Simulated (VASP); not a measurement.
A run of VASP 6.6.1 is set up as follows.

The input INCAR:

```
SYSTEM = Cu
ALGO = Normal
EDIFF = 1E-6
ENCUT = 520
ISIF = 2
ISMEAR = 1
LASPH = .TRUE.
LCHARG = .FALSE.
LREAL = .FALSE.
LWAVE = .FALSE.
NBANDS = 12
NELM = 80
PREC = Accurate
SIGMA = 0.03
```

File KPOINTS:

```
k-points
0
G
  15 15 15
  0 0 0
```

POSCAR

```
Cu
1.0
    0.0000000000      1.7588202533      1.7588202533
    1.7588202533      0.0000000000      1.7588202533
    1.7588202533      1.7588202533      0.0000000000
Cu
1
Direct
    0.0000000000      0.0000000000      0.0000000000
```

Potentials or basis: VASP PAW LDA potentials, release 64 (Cu).

The run is started by

```sh
$ cat potpaw_LDA.64/Cu/POTCAR > POTCAR
$ mpirun -np 1 vasp_std > vasp.out
```

Question: Predict the pressure.

Answer: 0.7 GPa.
